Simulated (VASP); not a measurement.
# TiO2 (P4_2/mnm) in VASP: G0W0 quasiparticle levels with PBEsol

Aim: the G0W0 quasiparticle levels of TiO2 with PBEsol.

Program: VASP 6.6.1. These are calculated values, not measurements. Logs are shortened: lines on timing, memory, paths and dates and some standing lists are left out, and cuts for length are marked.

### Step 1. The cell of the first run

The structure is tetragonal, space group P4_2/mnm (No. 136). The conventional cell has a = 4.592 Å, b = 4.592 Å, c = 2.957 Å, α = 90.00°, β = 90.00°, γ = 90.00°. Ti (site symmetry mmm) has 6 O at 1.95 to 1.98 Å within 2.6 Å. O (site symmetry m2m) has 3 Ti at 1.95 to 1.98 Å and 1 O at 2.53 Å within 2.6 Å.

### Step 2. G0W0 quasiparticle levels, PBEsol

The input, POSCAR:

```
TiO2
1.0
    4.5922000000      0.0000000000      0.0000000000
    0.0000000000      4.5922000000      0.0000000000
    0.0000000000      0.0000000000      2.9574000000
Ti O
2 4
Direct
    0.0000000000      0.0000000000      0.0000000000
    0.5000000000      0.5000000000      0.5000000000
    0.3049600000      0.3049600000      0.0000000000
    0.1950400000      0.8049600000      0.5000000000
    0.6950400000      0.6950400000      0.0000000000
    0.8049600000      0.1950400000      0.5000000000
```

The input, INCAR.step1:

```
PREC = Accurate ; ENCUT = 500
EDIFF = 1E-8 ; ISMEAR = 0
SIGMA = 0.01 ; LREAL = False
LASPH = True ; NELM = 80
ALGO = Normal ; LWAVE = True
LCHARG = False ; GGA = PS
```

The input, INCAR.step2:

```
PREC = Accurate ; ENCUT = 500
EDIFF = 1E-8 ; ISMEAR = 0
SIGMA = 0.01 ; LREAL = False
LASPH = True ; NELM = 1
ALGO = Exact ; LWAVE = True
LCHARG = False ; GGA = PS
NBANDS = 116 ; LOPTICS = True
ISTART = 1
```

The input, INCAR.step3:

```
PREC = Accurate ; ENCUT = 500
EDIFF = 1E-8 ; ISMEAR = 0
SIGMA = 0.01 ; LREAL = False
LASPH = True ; ALGO = EVGW0
LWAVE = False ; LCHARG = False
GGA = PS ; NELMGW = 1
NBANDS = 116 ; ENCUTGW = 80.0
NOMEGA = 48 ; PRECFOCK = Fast
ISTART = 1 ; NBANDSGW = 32
```

The input, KPOINTS:

```
Automatic mesh
0
Gamma
  4 4 4
```

Potentials or basis: VASP PAW PBE potentials, release 64 (Ti_sv_GW, O_GW).

On the command line:

```
> cat potpaw_PBE.64/Ti_sv_GW/POTCAR potpaw_PBE.64/O_GW/POTCAR > POTCAR
> cp INCAR.step1 INCAR
> mpirun -np 1 vasp_std > vasp.out
> cp INCAR.step2 INCAR
> mpirun -np 1 vasp_std > vasp.out
> cp INCAR.step3 INCAR
> mpirun -np 1 vasp_std > vasp.out
```

OUTCAR:

```text
PREC = Accurate
   ENCUT = 500
   EDIFF = 1E-8
   ISMEAR = 0
   LREAL = False
   LASPH = True
   GGA = PS
   NELMGW = 1
   ENCUTGW = 80.0
   PRECFOCK = Fast
   ISTART = 1

 ion  position               nearest neighbor table
   1  0.000  0.000  0.000-   4 1.95   6 1.95   4 1.95   6 1.95   5 1.98   3 1.98
   2  0.500  0.500  0.500-   3 1.95   5 1.95   3 1.95   5 1.95   4 1.98   6 1.98
   3  0.305  0.305  0.000-   2 1.95   2 1.95   1 1.98
   4  0.195  0.805  0.500-   1 1.95   1 1.95   2 1.98
   5  0.695  0.695  0.000-   2 1.95   2 1.95   1 1.98
   6  0.805  0.195  0.500-   1 1.95   1 1.95   2 1.98

  LATTYP: Found a simple tetragonal cell.
 ALAT       =     4.5922000000
 C/A-ratio  =     0.6440050520

  Lattice vectors:

 A1 = (   4.5922000000,   0.0000000000,   0.0000000000)
 A2 = (   0.0000000000,   4.5922000000,   0.0000000000)
 A3 = (   0.0000000000,   0.0000000000,   2.9574000000)

Analysis of symmetry for initial positions (statically):
=====================================================================
 Subroutine PRICEL returns:
 Original cell was already a primitive cell.

 Routine SETGRP: Setting up the symmetry group for a
 simple tetragonal supercell.

 Subroutine GETGRP returns: Found 16 space group operations
 (whereof  8 operations were pure point group operations)
 out of a pool of 16 trial point group operations.

The static configuration has the point symmetry D_2h.
 The point group associated with its full space group is D_4h.

Analysis of symmetry for dynamics (positions and initial velocities):
=====================================================================
 Subroutine PRICEL returns:
 Original cell was already a primitive cell.

 Routine SETGRP: Setting up the symmetry group for a
 simple tetragonal supercell.

 Subroutine GETGRP returns: Found 16 space group operations
 (whereof  8 operations were pure point group operations)
 out of a pool of 16 trial point group operations.

The dynamic configuration has the point symmetry D_2h.
 The point group associated with its full space group is D_4h.

 Subroutine INISYM returns: Found 16 space group operations
 (whereof  8 operations are pure point group operations),
 and found     1 'primitive' translations

----------------------------------------------------------------------------------------

                                     Primitive cell

  volume of cell :      62.3665

  direct lattice vectors                    reciprocal lattice vectors
     4.592200000  0.000000000  0.000000000     0.217760550  0.000000000  0.000000000
     0.000000000  4.592200000  0.000000000     0.000000000  0.217760550  0.000000000
     0.000000000  0.000000000  2.957400000     0.000000000  0.000000000  0.338134848

  length of vectors
     4.592200000  4.592200000  2.957400000     0.217760550  0.217760550  0.338134848

  position of ions in fractional coordinates (direct lattice)
     0.000000000  0.000000000  0.000000000
     0.500000000  0.500000000  0.500000000
     0.304960000  0.304960000  0.000000000
     0.195040000  0.804960000  0.500000000
     0.695040000  0.695040000  0.000000000
     0.804960000  0.195040000  0.500000000

  ion indices of the primitive-cell ions
   primitive index   ion index
                 1           1
                 2           2
                 3           3
                 4           4
                 5           5
                 6           6

----------------------------------------------------------------------------------------

 KPOINTS: Automatic mesh

Automatic generation of k-mesh.
 Grid dimensions read from file:
 generate k-points for:    4    4    4

 Generating k-lattice:

  Cartesian coordinates                     Fractional coordinates (reciprocal lattice)
     0.054440138  0.000000000  0.000000000     0.250000000  0.000000000  0.000000000
     0.000000000  0.054440138  0.000000000     0.000000000  0.250000000  0.000000000
     0.000000000  0.000000000  0.084533712     0.000000000  0.000000000  0.250000000

  Length of vectors
     0.054440138  0.054440138  0.084533712

  Shift w.r.t. Gamma in fractional coordinates (k-lattice)
     0.000000000  0.000000000  0.000000000

 Subroutine IBZKPT returns following result:
 ===========================================

 Found     18 irreducible k-points:

 Following reciprocal coordinates:
            Coordinates               Weight
  0.000000  0.000000  0.000000      1.000000
  0.250000  0.000000  0.000000      4.000000
  0.500000  0.000000  0.000000      2.000000
  0.250000  0.250000  0.000000      4.000000
  0.500000  0.250000  0.000000      4.000000
  0.500000  0.500000  0.000000      1.000000
[... 10 lines left out ...]
  0.500000  0.250000  0.500000      4.000000
  0.500000  0.500000  0.500000      1.000000
   k-points           NKPTS =     18   k-points in BZ     NKDIM =     64   number of bands    NBANDS=    116
   number of dos      NEDOS =    301   number of ions     NIONS =      6
   total plane-waves  NPLWV =  31104
   dimension x,y,z NGX =    36 NGY =   36 NGZ =   24
   dimension x,y,z NGXF=    72 NGYF=   72 NGZF=   48
   ions per type =               2   4
   NGX,Y,Z   is equivalent  to a cutoff of  13.03, 13.03, 13.49 a.u.
   NGXF,Y,Z  is equivalent  to a cutoff of  26.07, 26.07, 26.98 a.u.
 SYSTEM =  unknown system
   PREC   = accura    normal or accurate (medium, high low for compatibility)
   ISTART =      1    job   : 0-new  1-cont  2-samecut
   ICHARG =      0    charge: 1-file 2-atom 10-const
   ISPIN  =      1    spin polarized calculation?
   LNONCOLLINEAR =      F non collinear calculations
   LSORBIT =      F    spin-orbit coupling
   LASPH  =      T    aspherical Exc in radial PAW
   ENCUT  =  500.0 eV  36.75 Ry    6.06 a.u.   8.37  8.37  5.39*2*pi/ulx,y,z
   NELM   =     60;   NELMIN=  2; NELMDL=  0     # of ELM steps
   EDIFF  = 0.1E-07   stopping-criterion for ELM
   LREAL  =      F    real-space projection
   EDIFFG = 0.1E-06   stopping-criterion for IOM
   NSW    =      0    number of steps for IOM
   IBRION =     -1    ionic relax: 0-MD 1-quasi-New 2-CG
   NFREE  =      0    steps in history (QN), initial steepest desc. (CG)
   ISIF   =      0    stress and relaxation
   ISYM   =      3    0-nonsym 1-usesym 2-fastsym
   POTIM  = 0.5000    time-step for ionic-motion
   TEBEG  =    0.0;   TEEND  =   0.0 temperature during run
   PSTRESS=    0.0 pullay stress
   NELECT =      48.0000    total number of electrons
   NUPDOWN=      -1.0000    fix difference up-down
   EMIN   =  10.00;   EMAX   =-10.00  energy-range for DOS
   EFERMI =   0.00;   METHOD = LEGACY
   ISMEAR =     0;   SIGMA  =   0.01  broadening in eV -4-tet -1-fermi 0-gaus
   EFERMI_NEDOS =   21; number of points for ismear=-14 and -15
   IALGO  =     38    algorithm
   IMIX   =      4    mixing-type and parameters
     AMIX     =   0.40;   BMIX     =  1.00
     AMIX_MAG =   1.60;   BMIX_MAG =  1.00
  volume/ion in A,a.u.               =      10.39        70.15
  Fermi-wavevector in a.u.,A,eV,Ry     =   1.500277  2.835112 30.624403  2.250830
  Thomas-Fermi vector in A             =   2.611798
   LORBIT       =      0    0 simple, 1 ext, 2 COOP (PROOUT), +10 PAW based schemes
   GGA     = PS    functional components
   LHFCALC =     T    Hartree Fock is set to
   PRECFOCK=fast      Normal, Fast or Accurate (Low or Medium for compatibility)
   ENCUT4O =  -1.0   cutoff for four orbital integrals eV
   NKREDX  =     1    reduce k-point grid by
   NKREDY  =     1    reduce k-point grid by
   NKREDZ  =     1    reduce k-point grid by
   AEXX    =    1.0000 exact exchange contribution
   HFSCREEN=    0.0000 screening length (either q_TF or 0.3 A-1)
   HFSCREENC=   0.0000 screening length for correlation (either q_TF or 0.3 A-1)
   ENCUTFOCK=  -1.0 apply spherical cutoff to Coloumb kernel
   IVDW    =     0    specifies the selected vdW correction
   LEPSILON=     F    determine dielectric tensor
   LRPA    =     F    only Hartree local field effects (RPA)
   LRPAFORCE           =     F    calculate RPA forces
   ENCUTGW             =  80.0    cutoff for response function in eV
   ENCUTGWSOFT         =  64.0    soft cutoff for Coulomb kernel in GW response function in eV
   ENCUTLF             =  -1.0    cutoff for local field effects
   NELMGW              =     1    number of iterations in solving QP/BSE equation
   NELMHF              =     1    number of iterations in the inner HF iteration
   NKREDLFX            =     1    NKREDLFY  =   1   NKREDLFZ  =   1
 non-spin polarized calculation
 Gauss-broadening in eV      SIGMA  =   0.01
  energy-cutoff  :      500.00
  volume of cell :       62.37
 maximum number of plane-waves:      1612
 NGX is ok and might be reduce to    36
  NGX = 18; NGY = 18; NGZ = 12
   NGX = 17   NGY = 17   NGZ = 11
 maximum number of plane-waves:       116
 NGX is ok and might be reduce to    14

 QP shifts <psi_nk| G(iteration)W_0 |psi_nk>: iteration 1
 for sc-GW calculations column KS-energies equals QP-energies in previous step
 and V_xc(KS)=  KS-energies - (<T + V_ion + V_H > + <T+V_H+V_ion>^1  + <V_x>^1)

 k-point   1 :       0.0000    0.0000    0.0000
  band No.  KS-energies  QP-energies   sigma(KS)   V_xc(KS)     V^pw_x(r,r')   Z            occupation Imag(sigma)

      1     -51.8841     -54.2165     -28.5771     -24.6932     -41.6251       0.6005       2.0000       1.6519
      2     -51.8661     -54.2025     -28.5691     -24.7117     -41.6319       0.6057       2.0000       1.6417
      3     -28.3188     -29.2830     -25.3112     -23.8270     -34.5183       0.6496       2.0000       1.1888
      4     -28.3188     -29.2830     -25.3112     -23.8270     -34.5183       0.6496       2.0000       1.1888
      5     -28.1476     -29.1388     -25.5204     -24.0211     -34.5585       0.6611       2.0000       1.0952
      6     -28.1476     -29.1388     -25.5204     -24.0211     -34.5585       0.6611       2.0000       1.0952
[... 24 lines left out ...]
     31       9.3322      11.2121     -19.1026     -21.8477     -12.3045       0.6848       0.0000      -0.7213
     32      11.4113      13.3698     -20.1476     -22.9344     -14.3229       0.7028       0.0000      -0.6384

 k-point   2 :       0.2500    0.0000    0.0000
  band No.  KS-energies  QP-energies   sigma(KS)   V_xc(KS)     V^pw_x(r,r')   Z            occupation Imag(sigma)

      1     -51.8814     -54.2151     -28.5760     -24.6959     -41.6262       0.6015       2.0000       1.6502
      2     -51.8688     -54.2058     -28.5704     -24.7092     -41.6311       0.6053       2.0000       1.6431
      3     -28.2985     -29.2681     -25.3405     -23.8525     -34.5215       0.6516       2.0000       1.1753
      4     -28.2985     -29.2681     -25.3405     -23.8525     -34.5215       0.6516       2.0000       1.1753
      5     -28.1704     -29.1526     -25.4871     -23.9903     -34.5508       0.6562       2.0000       1.1107
      6     -28.1704     -29.1526     -25.4871     -23.9903     -34.5508       0.6562       2.0000       1.1107
[... 24 lines left out ...]
     31       9.6429      11.6229     -19.4585     -22.2199     -13.8584       0.7170       0.0000      -0.4677
     32      11.2198      13.1922     -19.9042     -22.6923     -14.2917       0.7074       0.0000      -0.5776

 k-point   3 :       0.5000    0.0000    0.0000
  band No.  KS-energies  QP-energies   sigma(KS)   V_xc(KS)     V^pw_x(r,r')   Z            occupation Imag(sigma)

      1     -51.8752     -54.2071     -28.5731     -24.7027     -41.6287       0.6025       2.0000       1.6465
      2     -51.8752     -54.2071     -28.5731     -24.7027     -41.6287       0.6025       2.0000       1.6465
      3     -28.2652     -29.2420     -25.3966     -23.9007     -34.5279       0.6530       2.0000       1.1480
      4     -28.2652     -29.2420     -25.3966     -23.9007     -34.5279       0.6530       2.0000       1.1480
      5     -28.2064     -29.1788     -25.4260     -23.9367     -34.5393       0.6529       2.0000       1.1403
      6     -28.2064     -29.1788     -25.4260     -23.9367     -34.5393       0.6529       2.0000       1.1403
[... 24 lines left out ...]
     31      10.8694      12.8450     -19.8742     -22.6700     -14.0476       0.7066       0.0000      -0.5879
     32      10.8694      12.8450     -19.8742     -22.6700     -14.0476       0.7066       0.0000      -0.5879

 k-point   4 :       0.2500    0.2500    0.0000
  band No.  KS-energies  QP-energies   sigma(KS)   V_xc(KS)     V^pw_x(r,r')   Z            occupation Imag(sigma)
[... 463 lines left out ...]
     31       9.6348      11.6793     -19.5207     -22.3867     -13.6353       0.7134       0.0000      -0.4719
     32      10.6229      12.5606     -19.5195     -22.2534     -13.5939       0.7087       0.0000      -0.5776

 k-point  17 :       0.5000    0.2500    0.5000
  band No.  KS-energies  QP-energies   sigma(KS)   V_xc(KS)     V^pw_x(r,r')   Z            occupation Imag(sigma)

      1     -51.8329     -54.2055     -28.5988     -24.7377     -41.6472       0.6145       2.0000       1.6337
      2     -51.8329     -54.2055     -28.5988     -24.7377     -41.6472       0.6145       2.0000       1.6337
      3     -28.5636     -29.5915     -25.2548     -23.6920     -34.5057       0.6577       2.0000       1.3228
      4     -28.5636     -29.5915     -25.2548     -23.6920     -34.5057       0.6577       2.0000       1.3228
      5     -28.1647     -29.1430     -25.4798     -23.9919     -34.5524       0.6575       2.0000       1.1162
      6     -28.1647     -29.1430     -25.4798     -23.9919     -34.5524       0.6575       2.0000       1.1162
[... 24 lines left out ...]
     31       9.9975      12.0061     -19.6066     -22.4424     -13.7589       0.7083       0.0000      -0.4931
     32       9.9975      12.0061     -19.6066     -22.4424     -13.7589       0.7083       0.0000      -0.4931

 k-point  18 :       0.5000    0.5000    0.5000
  band No.  KS-energies  QP-energies   sigma(KS)   V_xc(KS)     V^pw_x(r,r')   Z            occupation Imag(sigma)

      1     -51.8329     -54.2071     -28.5988     -24.7378     -41.6471       0.6149       2.0000       1.6336
      2     -51.8329     -54.2071     -28.5988     -24.7378     -41.6471       0.6149       2.0000       1.6336
      3     -28.5575     -29.5906     -25.2688     -23.7019     -34.5081       0.6593       2.0000       1.3200
      4     -28.5575     -29.5906     -25.2688     -23.7019     -34.5081       0.6593       2.0000       1.3200
      5     -28.1710     -29.1405     -25.4628     -23.9812     -34.5493       0.6544       2.0000       1.1193
      6     -28.1710     -29.1405     -25.4628     -23.9812     -34.5493       0.6544       2.0000       1.1193
[... 24 lines left out ...]
     31      10.6828      12.6396     -19.6686     -22.4287     -13.8508       0.7089       0.0000      -0.5647
     32      10.6828      12.6396     -19.6686     -22.4287     -13.8508       0.7089       0.0000      -0.5647
```

Wall time 45 min (1 thread of Intel Xeon 8259CL, shared host); peak memory 1.1 GiB.

What came out:

```
Quasiparticle gap                                   : 3.62 eV
Least direct quasiparticle gap                      : 3.70 eV
Band gap of the starting levels on the mesh         : 1.85 eV
Least direct gap of the starting levels on the mesh : 1.85 eV
```

Caveat: the k points lie up to 0.53 Å⁻¹ apart; bands, screening cutoff and mesh are small and nothing is extrapolated, so the quasiparticle values aren't converged.
